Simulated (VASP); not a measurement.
# Sb3Pt (P6_3/mmc) in VASP: single point with PBE

Aim: the single point of Sb3Pt with PBE.

Program: VASP 6.6.1. These are calculated values, not measurements. Logs are shortened: lines on timing, memory, paths and dates and some standing lists are left out, and cuts for length are marked.

## (1) The cell of the first run

It takes space group P6_3/mmc (No. 194, hexagonal). The conventional cell has a = 8.062 Å, b = 8.062 Å, c = 3.730 Å, α = 90.00°, β = 90.00°, γ = 120.00°. Sb (site symmetry mm2) has 2 Pt at 2.75 Å and 6 Sb at 3.22 to 3.51 Å within 3.6 Å. Pt (site symmetry -6m2) has 6 Sb at 2.75 Å within 3.6 Å.

## (2) Single point, PBE

File INCAR:

```
PREC     = Accurate       # precision mode
ENCUT    = 520            # plane-wave cutoff, eV
EDIFF    = 1E-6           # SCF threshold, eV
ISMEAR   = 0              # smearing method
SIGMA    = 0.1            # smearing width, eV
LREAL    = False          # projectors in reciprocal space
LASPH    = True           # aspherical terms in the spheres
NELM     = 60             # most SCF steps
ALGO     = Normal         # electronic algorithm
ISIF     = 2              # what is computed and relaxed
LWAVE    = False          # write WAVECAR
LCHARG   = False          # write CHGCAR
GGA      = PE             # functional
NBANDS   = 35             # bands
```

File KPOINTS:

```
Automatic mesh
0
Gamma
  6 6 10
```

File POSCAR:

```
Sb3Pt
1.0
    8.0618377039      0.0000000000      0.0000000000
   -4.0309188519      6.9817562528      0.0000000000
    0.0000000000      0.0000000000      3.7298205327
Sb Pt
6 2
Direct
    0.8115980567      0.6231961135      0.2500000000
    0.1884019433      0.8115980567      0.7500000000
    0.3768038865      0.1884019433      0.2500000000
    0.1884019433      0.3768038865      0.7500000000
    0.8115980567      0.1884019433      0.2500000000
    0.6231961135      0.8115980567      0.7500000000
    0.3333333333      0.6666666667      0.2500000000
    0.6666666667      0.3333333333      0.7500000000
```

Potentials or basis: VASP PAW PBE potentials, release 64 (Sb, Pt).

The run is started by

```
$ cat potpaw_PBE.64/Sb/POTCAR potpaw_PBE.64/Pt/POTCAR > POTCAR
$ mpirun -np 1 vasp_std > vasp.out
```

OUTCAR:

```text
PREC = Accurate
   ENCUT = 520
   EDIFF = 1E-6
   ISMEAR = 0
   LREAL = False
   LASPH = True
   NELM = 60
   ISIF = 2
   GGA = PE

 ion  position               nearest neighbor table
   1  0.812  0.623  0.250-   8 2.75   8 2.75   6 3.22   6 3.22   2 3.22   2 3.22   5 3.51   3 3.51

   2  0.188  0.812  0.750-   7 2.75   7 2.75   1 3.22   1 3.22   3 3.22   3 3.22   6 3.51   4 3.51

   3  0.377  0.188  0.250-   8 2.75   8 2.75   4 3.22   4 3.22   2 3.22   2 3.22   5 3.51   1 3.51

   4  0.188  0.377  0.750-   7 2.75   7 2.75   3 3.22   3 3.22   5 3.22   5 3.22   2 3.51   6 3.51

   5  0.812  0.188  0.250-   8 2.75   8 2.75   4 3.22   4 3.22   6 3.22   6 3.22   3 3.51   1 3.51

   6  0.623  0.812  0.750-   7 2.75   7 2.75   1 3.22   1 3.22   5 3.22   5 3.22   2 3.51   4 3.51

   7  0.333  0.667  0.250-   2 2.75   2 2.75   6 2.75   6 2.75   4 2.75   4 2.75
   8  0.667  0.333  0.750-   5 2.75   5 2.75   3 2.75   3 2.75   1 2.75   1 2.75

  LATTYP: Found a hexagonal cell.
 ALAT       =     8.0618377039
 C/A-ratio  =     0.4626514040

  Lattice vectors:

 A1 = (   8.0618377039,   0.0000000000,   0.0000000000)
 A2 = (  -4.0309188519,   6.9817562528,   0.0000000000)
 A3 = (   0.0000000000,   0.0000000000,   3.7298205327)

Analysis of symmetry for initial positions (statically):
=====================================================================
 Subroutine PRICEL returns:
 Original cell was already a primitive cell.

 Routine SETGRP: Setting up the symmetry group for a
 hexagonal supercell.

 Subroutine GETGRP returns: Found 24 space group operations
 (whereof 12 operations were pure point group operations)
 out of a pool of 24 trial point group operations.

The static configuration has the point symmetry D_3d.
 The point group associated with its full space group is D_6h.

Analysis of symmetry for dynamics (positions and initial velocities):
=====================================================================
 Subroutine PRICEL returns:
 Original cell was already a primitive cell.

 Routine SETGRP: Setting up the symmetry group for a
 hexagonal supercell.

 Subroutine GETGRP returns: Found 24 space group operations
 (whereof 12 operations were pure point group operations)
 out of a pool of 24 trial point group operations.

The dynamic configuration has the point symmetry D_3d.
[... 115 lines left out ...]
   NSW    =      0    number of steps for IOM
   IBRION =     -1    ionic relax: 0-MD 1-quasi-New 2-CG
   NFREE  =      0    steps in history (QN), initial steepest desc. (CG)
   ISIF   =      2    stress and relaxation
   ISYM   =      2    0-nonsym 1-usesym 2-fastsym
   POTIM  = 0.5000    time-step for ionic-motion
   TEBEG  =    0.0;   TEEND  =   0.0 temperature during run
   PSTRESS=    0.0 pullay stress
   NELECT =      50.0000    total number of electrons
   NUPDOWN=      -1.0000    fix difference up-down
   EMIN   =  10.00;   EMAX   =-10.00  energy-range for DOS
   EFERMI =   0.00;   METHOD = LEGACY
   ISMEAR =     0;   SIGMA  =   0.10  broadening in eV -4-tet -1-fermi 0-gaus
   EFERMI_NEDOS =   21; number of points for ismear=-14 and -15
   IALGO  =     38    algorithm
   IMIX   =      4    mixing-type and parameters
     AMIX     =   0.40;   BMIX     =  1.00
     AMIX_MAG =   1.60;   BMIX_MAG =  1.00
  volume/ion in A,a.u.               =      26.24       177.09
  Fermi-wavevector in a.u.,A,eV,Ry     =   1.014774  1.917645 14.010817  1.029766
  Thomas-Fermi vector in A             =   2.148021
   LORBIT       =      0    0 simple, 1 ext, 2 COOP (PROOUT), +10 PAW based schemes
   GGA     = PE    functional components
   LHFCALC =     F    Hartree Fock is set to
   AEXX    =    0.0000 exact exchange contribution
   IVDW    =     0    specifies the selected vdW correction
   LEPSILON=     F    determine dielectric tensor
   LRPA    =     F    only Hartree local field effects (RPA)
 non-spin polarized calculation
 Gauss-broadening in eV      SIGMA  =   0.10
  energy-cutoff  :      520.00
  volume of cell :      209.94
 maximum number of plane-waves:      5700
 NGX is ok and might be reduce to    60
   NGX = 29   NGY = 29   NGZ = 13

 number of electron      49.9999999 magnetization

 Free energy of the ion-electron system (eV)
  ---------------------------------------------------
  ext. energy  EPLUGINS =         0.00000000
  ---------------------------------------------------
  free energy    TOTEN  =       -37.53030779 eV

  energy without entropy =      -37.50829786  energy(sigma->0) =      -37.51930283

 E-fermi :   7.6831     XC(G=0): -10.1559

 val. band max:        7.6775716144   @ k =   0.1667   0.1667   0.3000
 cond. band min:       7.7254983995   @ k =   0.3333   0.3333   0.5000
 fundamental gap:      0.0479267852
 Fermi energy:         7.6831152571

 k-point     1 :       0.0000    0.0000    0.0000
  band No.  band energies     occupation
      1      -4.6177      2.00000
      2      -2.6328      2.00000
      3      -2.6328      2.00000
      4      -2.2418      2.00000
      5      -1.3223      2.00000
      6      -1.3223      2.00000
[... 901 lines left out ...]
     34      11.5771      0.00000
     35      11.6755      0.00000

 [... further k-points ...]

------------------------ aborting loop because EDIFF is reached ----------------------------------------

  FORCE on cell =-STRESS in cart. coord.  units (eV):
  Direction    XX          YY          ZZ          XY          YZ          ZX
  --------------------------------------------------------------------------------------
  -------------------------------------------------------------------------------------
  Total       -0.2359818     -0.2359818     -0.3339510     -0.0000000      0.0000000      0.0000000
  in kB       -1.8009531     -1.8009531     -2.5486291     -0.0000000      0.0000000      0.0000000
  external PRESSURE =      -2.0501784 kB  Pullay stress =       0.0000000 kB

 VOLUME and BASIS-vectors are now :
 -----------------------------------------------------------------------------
  energy-cutoff  :      520.00
  volume of cell :      209.94
      direct lattice vectors                 reciprocal lattice vectors
     8.061837704  0.000000000  0.000000000     0.124041197  0.071615219  0.000000000
    -4.030918852  6.981756253  0.000000000     0.000000000  0.143230437  0.000000000
     0.000000000  0.000000000  3.729820533     0.000000000  0.000000000  0.268109415

 POSITION                                       TOTAL-FORCE (eV/Angst)
 -----------------------------------------------------------------------------------
      4.03092      4.35100      0.93246        -0.000000     -0.014422      0.000000
     -1.75262      5.66638      2.79737         0.012490     -0.007211     -0.000000
      2.27830      1.31538      0.93246         0.012490      0.007211      0.000000
      0.00000      2.63075      2.79737         0.000000      0.014422     -0.000000
      5.78354      1.31538      0.93246        -0.012490      0.007211      0.000000
      1.75262      5.66638      2.79737        -0.012490     -0.007211     -0.000000
     -0.00000      4.65450      0.93246         0.000000     -0.000000      0.000000
      4.03092      2.32725      2.79737         0.000000     -0.000000      0.000000
 -----------------------------------------------------------------------------------
    total drift:                               -0.000000      0.000000      0.000000

  FREE ENERGIE OF THE ION-ELECTRON SYSTEM (eV)
  ---------------------------------------------------
  free  energy   TOTEN  =       -37.5303077930 eV

  energy  without entropy=      -37.5082978601  energy(sigma->0) =      -37.51930283
```

OSZICAR:

```text
N       E                     dE             d eps       ncg     rms          rms(c)
DAV:   1     0.283606645002E+03    0.28361E+03   -0.18469E+04  2940   0.119E+03
DAV:   2    -0.176968786766E+02   -0.30130E+03   -0.28413E+03  3515   0.209E+02
DAV:   3    -0.377220679836E+02   -0.20025E+02   -0.19324E+02  3569   0.582E+01
DAV:   4    -0.381164520843E+02   -0.39438E+00   -0.39117E+00  3444   0.836E+00
DAV:   5    -0.381232433352E+02   -0.67913E-02   -0.67840E-02  3635   0.125E+00    0.109E+01
DAV:   6    -0.377374814392E+02    0.38576E+00   -0.22507E+00  3136   0.969E+00    0.570E+00
DAV:   7    -0.375825926716E+02    0.15489E+00   -0.70963E-01  3039   0.610E+00    0.356E+00
DAV:   8    -0.375326088192E+02    0.49984E-01   -0.15777E-01  3284   0.226E+00    0.436E-01
DAV:   9    -0.375301284975E+02    0.24803E-02   -0.21297E-02  3143   0.863E-01    0.297E-01
DAV:  10    -0.375303885662E+02   -0.26007E-03   -0.44201E-03  3393   0.379E-01    0.978E-02
DAV:  11    -0.375302863752E+02    0.10219E-03   -0.33285E-04  3319   0.123E-01    0.331E-02
DAV:  12    -0.375303087940E+02   -0.22419E-04   -0.76740E-05  3165   0.353E-02    0.146E-02
DAV:  13    -0.375303072539E+02    0.15401E-05   -0.12717E-05  3403   0.218E-02    0.685E-03
DAV:  14    -0.375303077930E+02   -0.53913E-06   -0.24999E-06  2805   0.626E-03
   1 F= -.37530308E+02 E0= -.37519303E+02  d E =-.220099E-01
```

Run time: 3.1 min. Hardware: 1 thread of Intel Xeon Platinum 8375C at 2.90GHz (Ice Lake), shared host; peak memory 0.47 GiB.

Results:

| Item | Value |
| --- | --- |
| Free energy | -37.5303 eV |
| Pressure | -0.2 GPa |
| Largest force | 0.014 eV/Å |
| Band gap on the k mesh | zero (band 25 reaches 8.61 eV, above the bottom of band 26 at 7.21 eV) |

Forces in eV/Å, atoms in the order of the input:
```
Sb   0.000 -0.014  0.000
Sb   0.012 -0.007  0.000
Sb   0.012  0.007  0.000
Sb   0.000  0.014  0.000
Sb  -0.012  0.007  0.000
Sb  -0.012 -0.007  0.000
Pt   0.000  0.000  0.000
Pt   0.000  0.000  0.000
```

Caveat: spin-orbit coupling is left out, which moves the levels of the heavy elements.
